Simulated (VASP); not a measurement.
Here is a VASP 6.6.1 calculation.

File POSCAR:

```
TiAl
1.0
    3.1324393110      0.0000000000      0.0000000000
    0.0000000000      3.1324393110      0.0000000000
    0.0000000000      0.0000000000      3.1324393110
Ti Al
1 1
Direct
    0.0000000000      0.0000000000      0.0000000000
    0.5000000000      0.5000000000      0.5000000000
```

The input INCAR.step1:

```
PREC     = Accurate       # precision mode
ENCUT    = 520            # plane-wave cutoff, eV
ISMEAR   = -1             # smearing method
SIGMA    = 0.05           # smearing width, eV
LREAL    = False          # projectors in reciprocal space
LASPH    = True           # aspherical terms in the spheres
NELM     = 80             # most SCF steps
NBANDS   = 14             # bands
GGA      = PE             # functional
ALGO     = Normal         # electronic algorithm
EDIFF    = 1E-4           # SCF threshold, eV
LWAVE    = True           # write WAVECAR
LCHARG   = False          # write CHGCAR
```

Contents of INCAR.step2:

```
PREC     = Accurate       # precision mode
ENCUT    = 520            # plane-wave cutoff, eV
EDIFF    = 1E-7           # SCF threshold, eV
ISMEAR   = -1             # smearing method
SIGMA    = 0.05           # smearing width, eV
LREAL    = False          # projectors in reciprocal space
LASPH    = True           # aspherical terms in the spheres
NELM     = 80             # most SCF steps
ALGO     = Normal         # electronic algorithm
ISIF     = 2              # what is computed and relaxed
LWAVE    = False          # write WAVECAR
LCHARG   = False          # write CHGCAR
METAGGA  = R2SCAN         # meta-GGA
LMIXTAU  = True         
NBANDS   = 14             # bands
ISTART   = 1
```

Contents of KPOINTS:

```
regular mesh
0
Gamma
  8 8 8
```

Potentials or basis: VASP PAW PBE potentials, release 64 (Ti_sv, Al).

The run is started by

```bash
$ cat potpaw_PBE.64/Ti_sv/POTCAR potpaw_PBE.64/Al/POTCAR > POTCAR
$ cp INCAR.step1 INCAR
$ mpirun -np 1 vasp_std > vasp.out
$ cp INCAR.step2 INCAR
$ mpirun -np 1 vasp_std > vasp.out
```

Problem. Estimate the band gap on the k mesh.

Solution. Zero (an odd number of electrons rules out a gap without spin polarisation).

Problem. What does it give for the pressure?

Solution. 5.1 GPa.

Caveat: the cell stands under pressure; the PAW data sets were made with another functional, which shifts forces and pressure a little.
